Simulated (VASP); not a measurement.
# TaAs (I4_1md) in VASP: a series of runs

The runs below take TaAs through single point, relaxation of cell and atoms, with RPBE+D4.

All numbers are computed with VASP 6.6.1; they aren't measurements. Logs are shortened: lines on timing, memory, paths and dates and some standing lists are left out, and cuts for length are marked.

### 1 The cell of the first run

The structure is tetragonal, space group I4_1md (No. 109). The conventional cell has a = 3.442 Å, b = 3.442 Å, c = 11.582 Å, α = 90.00°, β = 90.00°, γ = 90.00°. Within 3.4 Å of Ta (site symmetry 2mm) lie 6 As at 2.60 to 2.61 Å and 4 Ta at 3.37 Å. Within 3.4 Å of As (site symmetry 2mm) lie 6 Ta at 2.60 to 2.61 Å and 4 As at 3.37 Å.

### 2 Single point, RPBE+D4

Contents of INCAR:

```
PREC = Accurate
ENCUT = 520
EDIFF = 1E-6
ISMEAR = -1
SIGMA = 0.05
LREAL = F
LASPH = T
NELM = 100
ALGO = Normal
ISIF = 2
LWAVE = F
LCHARG = F
GGA = RP
IVDW = 13
NBANDS = 24
```

Contents of KPOINTS:

```
regular mesh
0
Gamma
  11 11 11
```

Contents of POSCAR:

```
TaAs
1.0
   -1.7211742130      1.7211742130      5.7908173286
    1.7211742130     -1.7211742130      5.7908173286
    1.7211742130      1.7211742130     -5.7908173286
Ta As
2 2
Direct
    0.5004229139      0.5004229139      0.0000000000
    0.2504229139      0.7504229139      0.5000000000
    0.0821765061      0.0821765061      0.0000000000
    0.8321765061      0.3321765061      0.5000000000
```

Potentials or basis: VASP PAW PBE potentials, release 64 (Ta_pv, As).

Command:

```console
$ cat potpaw_PBE.64/Ta_pv/POTCAR potpaw_PBE.64/As/POTCAR > POTCAR
$ mpirun -np 1 vasp_std > vasp.out
```

OUTCAR:

```text
PREC = Accurate
   ENCUT = 520
   EDIFF = 1E-6
   ISMEAR = -1
   LREAL = F
   LASPH = T
   NELM = 100
   ISIF = 2
   GGA = RP
   IVDW = 13

 ion  position               nearest neighbor table
   1  0.500  0.500  0.000-   4 2.60   4 2.60   3 2.61   3 2.61   3 2.61   3 2.61   2 3.37   2 3.37
                             2 3.37   2 3.37
   2  0.250  0.750  0.500-   3 2.60   3 2.60   4 2.61   4 2.61   4 2.61   4 2.61   1 3.37   1 3.37
                             1 3.37   1 3.37
   3  0.082  0.082  0.000-   2 2.60   2 2.60   1 2.61   1 2.61   1 2.61   1 2.61
   4  0.832  0.332  0.500-   1 2.60   1 2.60   2 2.61   2 2.61   2 2.61   2 2.61

  LATTYP: Found a body centered tetragonal cell.
 ALAT       =     3.4423484260
 C/A-ratio  =     3.3644574064

  Lattice vectors:

 A1 = (  -1.7211742130,   1.7211742130,   5.7908173286)
 A2 = (   1.7211742130,  -1.7211742130,   5.7908173286)
 A3 = (   1.7211742130,   1.7211742130,  -5.7908173286)

Analysis of symmetry for initial positions (statically):
=====================================================================
 Subroutine PRICEL returns:
 Original cell was already a primitive cell.

 Routine SETGRP: Setting up the symmetry group for a
 body centered tetragonal supercell.

 Subroutine GETGRP returns: Found  8 space group operations
 (whereof  4 operations were pure point group operations)
 out of a pool of 16 trial point group operations.

The static configuration has the point symmetry C_2v.
 The point group associated with its full space group is C_4v.

Analysis of symmetry for dynamics (positions and initial velocities):
=====================================================================
 Subroutine PRICEL returns:
 Original cell was already a primitive cell.

 Routine SETGRP: Setting up the symmetry group for a
 body centered tetragonal supercell.

 Subroutine GETGRP returns: Found  8 space group operations
 (whereof  4 operations were pure point group operations)
 out of a pool of 16 trial point group operations.

The dynamic configuration has the point symmetry C_2v.
 The point group associated with its full space group is C_4v.

 Subroutine INISYM returns: Found  8 space group operations
 (whereof  4 operations are pure point group operations),
 and found     1 'primitive' translations

----------------------------------------------------------------------------------------

                                     Primitive cell

  volume of cell :      68.6198

  direct lattice vectors                    reciprocal lattice vectors
    -1.721174213  1.721174213  5.790817329     0.000000000  0.290499356  0.086343597
     1.721174213 -1.721174213  5.790817329     0.290499356  0.000000000  0.086343597
     1.721174213  1.721174213 -5.790817329     0.290499356  0.290499356  0.000000000

  length of vectors
     6.281595870  6.281595870  6.281595870     0.303059553  0.303059553  0.410828129

  position of ions in fractional coordinates (direct lattice)
     0.500422914  0.500422914  0.000000000
     0.250422914  0.750422914  0.500000000
     0.082176506  0.082176506  0.000000000
     0.832176506  0.332176506  0.500000000

  ion indices of the primitive-cell ions
   primitive index   ion index
                 1           1
                 2           2
                 3           3
                 4           4

----------------------------------------------------------------------------------------

 KPOINTS: regular mesh

Automatic generation of k-mesh.
 Grid dimensions read from file:
 generate k-points for:   11   11   11

 Generating k-lattice:

  Cartesian coordinates                     Fractional coordinates (reciprocal lattice)
     0.000000000  0.026409032  0.007849418     0.090909091  0.000000000  0.000000000
     0.026409032  0.000000000  0.007849418     0.000000000  0.090909091  0.000000000
     0.026409032  0.026409032  0.000000000     0.000000000  0.000000000  0.090909091

  Length of vectors
     0.027550868  0.027550868  0.037348012

  Shift w.r.t. Gamma in fractional coordinates (k-lattice)
     0.000000000  0.000000000  0.000000000

 Subroutine IBZKPT returns following result:
 ===========================================

 Found    126 irreducible k-points:

 Following reciprocal coordinates:
            Coordinates               Weight
  0.000000  0.000000  0.000000      1.000000
  0.090909  0.000000 -0.000000      8.000000
  0.181818  0.000000  0.000000      8.000000
  0.272727  0.000000 -0.000000      8.000000
  0.363636  0.000000 -0.000000      8.000000
  0.454545 -0.000000  0.000000      8.000000
[... 16 lines left out ...]
 -0.272727  0.181818  0.000000     16.000000
 -0.181818  0.181818  0.000000      4.000000
 [... further k-points ...]
   k-points           NKPTS =    126   k-points in BZ     NKDIM =    126   number of bands    NBANDS=     24
   number of dos      NEDOS =    301   number of ions     NIONS =      4
   total plane-waves  NPLWV = 110592
   dimension x,y,z NGX =    48 NGY =   48 NGZ =   48
   dimension x,y,z NGXF=    96 NGYF=   96 NGZF=   96
   ions per type =               2   2
   NGX,Y,Z   is equivalent  to a cutoff of  12.70, 12.70, 12.70 a.u.
   NGXF,Y,Z  is equivalent  to a cutoff of  25.41, 25.41, 25.41 a.u.
 SYSTEM =  unknown system
   PREC   = accura    normal or accurate (medium, high low for compatibility)
   ISTART =      0    job   : 0-new  1-cont  2-samecut
   ICHARG =      2    charge: 1-file 2-atom 10-const
   ISPIN  =      1    spin polarized calculation?
   LNONCOLLINEAR =      F non collinear calculations
   LSORBIT =      F    spin-orbit coupling
   LASPH  =      T    aspherical Exc in radial PAW
   ENCUT  =  520.0 eV  38.22 Ry    6.18 a.u.  11.68 11.68 11.68*2*pi/ulx,y,z
   NELM   =    100;   NELMIN=  2; NELMDL= -5     # of ELM steps
   EDIFF  = 0.1E-05   stopping-criterion for ELM
   LREAL  =      F    real-space projection
   EDIFFG = 0.1E-04   stopping-criterion for IOM
   NSW    =      0    number of steps for IOM
   IBRION =     -1    ionic relax: 0-MD 1-quasi-New 2-CG
   NFREE  =      0    steps in history (QN), initial steepest desc. (CG)
   ISIF   =      2    stress and relaxation
   ISYM   =      2    0-nonsym 1-usesym 2-fastsym
   POTIM  = 0.5000    time-step for ionic-motion
   TEBEG  =    0.0;   TEEND  =   0.0 temperature during run
   PSTRESS=    0.0 pullay stress
   NELECT =      32.0000    total number of electrons
   NUPDOWN=      -1.0000    fix difference up-down
   EMIN   =  10.00;   EMAX   =-10.00  energy-range for DOS
   EFERMI =   0.00;   METHOD = LEGACY
   ISMEAR =    -1;   SIGMA  =   0.05  broadening in eV -4-tet -1-fermi 0-gaus
   EFERMI_NEDOS =   21; number of points for ismear=-14 and -15
   IALGO  =     38    algorithm
   IMIX   =      4    mixing-type and parameters
     AMIX     =   0.40;   BMIX     =  1.00
     AMIX_MAG =   1.60;   BMIX_MAG =  1.00
  volume/ion in A,a.u.               =      17.15       115.77
  Fermi-wavevector in a.u.,A,eV,Ry     =   1.269526  2.399057 21.928464  1.611697
  Thomas-Fermi vector in A             =   2.402563
   LORBIT       =      0    0 simple, 1 ext, 2 COOP (PROOUT), +10 PAW based schemes
   GGA     = RP    functional components
   LHFCALC =     F    Hartree Fock is set to
   AEXX    =    0.0000 exact exchange contribution
   IVDW    =    13    specifies the selected vdW correction
   LEPSILON=     F    determine dielectric tensor
   LRPA    =     F    only Hartree local field effects (RPA)
 non-spin polarized calculation
  energy-cutoff  :      520.00
  volume of cell :       68.62
 maximum number of plane-waves:      1868
   NGX = 23   NGY = 23   NGZ = 23

 number of electron      32.0000001 magnetization

 Free energy of the ion-electron system (eV)
  ---------------------------------------------------
  ext. energy  EPLUGINS =         0.00000000
  ---------------------------------------------------
  free energy    TOTEN  =       -33.20617393 eV

  energy without entropy =      -33.20159207  energy(sigma->0) =      -33.20388300

 E-fermi :   7.2104     XC(G=0): -11.9357

 val. band max:        7.2036673979   @ k =  -0.0909  -0.4545   0.0909
 cond. band min:       7.2149281057   @ k =  -0.0909  -0.4545   0.0909
 fundamental gap:      0.0112607078
 Fermi energy:         7.2103520453

 k-point     1 :       0.0000    0.0000    0.0000
  band No.  band energies     occupation
      1     -27.7749      2.00000
      2     -27.7332      2.00000
      3     -27.7332      2.00000
      4     -27.5823      2.00000
      5     -27.5823      2.00000
      6     -27.5159      2.00000
[... 16 lines left out ...]
     23      11.3490      0.00000
     24      11.3490      0.00000

 k-point     2 :       0.0909    0.0000   -0.0000
  band No.  band energies     occupation
      1     -27.7725      2.00000
      2     -27.7438      2.00000
      3     -27.7320      2.00000
      4     -27.5947      2.00000
      5     -27.5808      2.00000
      6     -27.5174      2.00000
[... 16 lines left out ...]
     23      11.0879      0.00000
     24      11.7398      0.00000

 k-point     3 :       0.1818    0.0000    0.0000
  band No.  band energies     occupation
      1     -27.7909      2.00000
      2     -27.7470      2.00000
      3     -27.7288      2.00000
      4     -27.6266      2.00000
      5     -27.5767      2.00000
      6     -27.5231      2.00000
[... 16 lines left out ...]
     23      11.5626      0.00000
     24      12.6184      0.00000
[... 514 lines left out ...]
 k-point    23 :      -0.2727    0.1818    0.0000
  band No.  band energies     occupation
      1     -27.8285      2.00000
      2     -27.7772      2.00000
      3     -27.7186      2.00000
      4     -27.6603      2.00000
      5     -27.6145      2.00000
      6     -27.5264      2.00000
[... 16 lines left out ...]
     23      11.7420      0.00000
     24      13.2052      0.00000

 k-point    24 :      -0.1818    0.1818    0.0000
  band No.  band energies     occupation
      1     -27.7873      2.00000
      2     -27.7798      2.00000
      3     -27.7315      2.00000
      4     -27.6261      2.00000
      5     -27.6163      2.00000
      6     -27.5202      2.00000
[... 16 lines left out ...]
     23      11.3309      0.00000
     24      12.7346      0.00000

 [... further k-points ...]

------------------------ aborting loop because EDIFF is reached ----------------------------------------

  DFT-D4 for vdW energy calculation

  Edisp (eV):   -3.16169

  FORCE on cell =-STRESS in cart. coord.  units (eV):
  Direction    XX          YY          ZZ          XY          YZ          ZX
  --------------------------------------------------------------------------------------
  -------------------------------------------------------------------------------------
  Total       0.19204     0.19204     0.14811     0.00000     0.00000     0.00000
  in kB       4.48396     4.48396     3.45806     0.00000     0.00000     0.00000
  external pressure =        4.14 kB  Pullay stress =        0.00 kB

 VOLUME and BASIS-vectors are now :
 -----------------------------------------------------------------------------
  energy-cutoff  :      520.00
  volume of cell :       68.62
      direct lattice vectors                 reciprocal lattice vectors
    -1.721174213  1.721174213  5.790817329     0.000000000  0.290499356  0.086343597
     1.721174213 -1.721174213  5.790817329     0.290499356  0.000000000  0.086343597
     1.721174213  1.721174213 -5.790817329     0.290499356  0.290499356  0.000000000

 POSITION                                       TOTAL-FORCE (eV/Angst)
 -----------------------------------------------------------------------------------
      0.00000      0.00000      5.79572         0.000000      0.000000      0.004359
      1.72117     -0.00000      2.90031         0.000000      0.000000      0.004359
      0.00000      0.00000      0.95174         0.000000     -0.000000     -0.004359
      0.00000      1.72117      3.84715        -0.000000      0.000000     -0.004359
 -----------------------------------------------------------------------------------
    total drift:                                0.000000      0.000000      0.000362

  FREE ENERGIE OF THE ION-ELECTRON SYSTEM (eV)
  ---------------------------------------------------
  free  energy   TOTEN  =       -36.3678687248 eV

  energy  without entropy=      -36.3632868705  energy(sigma->0) =      -36.36557780
```

Run time: 5.4 min. Hardware: 1 thread of AMD EPYC 9R14 (Zen 4), shared host; peak memory 0.4 GiB.

Results:

* Free energy: -36.3679 eV
* Pressure: 0.4 GPa
* Largest force: 0.004 eV/Å
* Band gap on the k mesh: zero (band 16 reaches 7.23 eV, above the bottom of band 17 at 7.21 eV)
* Dispersion energy per atom: -0.790 eV

Forces on the atoms (eV/Å):
```
Ta   0.000  0.000  0.004
Ta   0.000  0.000  0.004
As   0.000  0.000 -0.004
As   0.000  0.000 -0.004
```

Caveat: the PAW data sets were made with another functional, which shifts forces and pressure a little; spin-orbit coupling is left out, which moves the levels of the heavy elements; pairwise dispersion overbinds metals, which lowers pressure and volume.

(Part 1 of 2 ends here.)
